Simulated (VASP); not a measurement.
Input of a VASP 6.6.1 run:

Contents of INCAR:

```
SYSTEM = Ti
PREC = Accurate
ENCUT = 520
EDIFF = 1E-7
ISMEAR = 0
SIGMA = 0.1
LREAL = .False.
LASPH = .True.
NELM = 100
ALGO = Normal
ISIF = 2
LWAVE = .False.
LCHARG = .True.
GGA = PE
IVDW = 12
LELF = .True.
LVHAR = .True.
NBANDS = 12
```

Contents of KPOINTS:

```
regular mesh
0
Gamma
  18 18 18
  0 0 0
```

POSCAR

```
Ti
1.0
   -1.5974486468      1.5974486468      1.5974486468
    1.5974486468     -1.5974486468      1.5974486468
    1.5974486468      1.5974486468     -1.5974486468
Ti
1
Direct
    0.0000000000      0.0000000000      0.0000000000
```

Potentials or basis: VASP PAW PBE potentials, release 64 (Ti_sv).

The run is started by

```sh
$ cat potpaw_PBE.64/Ti_sv/POTCAR > POTCAR
$ mpirun -np 1 vasp_std > vasp.out
```

(1) What does it give for the band gap on the k mesh?

(2) What does it give for the dispersion energy per atom?

Results:

(1) zero (band 6 reaches 9.80 eV, above the bottom of band 7 at 8.17 eV).

(2) -0.642 eV.
